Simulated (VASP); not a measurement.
A run of VASP 6.6.1 is set up as follows.

File INCAR:

```
  ALGO = Normal
  EDIFF = 1E-7
  ENCUT = 520
  GGA = CA
  ISIF = 2
  ISMEAR = 0
  LASPH = True
  LCHARG = True
  LELF = True
  LREAL = False
  LVHAR = True
  LWAVE = False
  NBANDS = 11
  NELM = 60
  PREC = Accurate
  SIGMA = 0.05
```

The input KPOINTS:

```
k-points
0
Gamma
  12 12 12
```

Contents of POSCAR:

```
Si
1.0
    0.0000000000      2.5929346428      2.7009735863
    2.5929346428      0.0000000000      2.7009735863
    2.5929346428      2.5929346428      0.0000000000
Si
2
Direct
    0.5066642636      0.4933357364      0.4933357364
    0.7433357364      0.7566642636      0.7566642636
```

Potentials or basis: VASP PAW LDA potentials, release 64 (Si).

Run with:

```sh
$ cat potpaw_LDA.64/Si/POTCAR > POTCAR
$ mpirun -np 1 vasp_std > vasp.out
```

(1) Predict the pressure.

(2) Predict the band gap on the k mesh.

Answers

(1) 9.5 GPa.

(2) zero (band 4 reaches 7.14 eV, above the bottom of band 5 at 6.94 eV).

Caveat: forces of over 1 eV/Å act on the atoms, so gaps and moduli don't describe the material at rest.
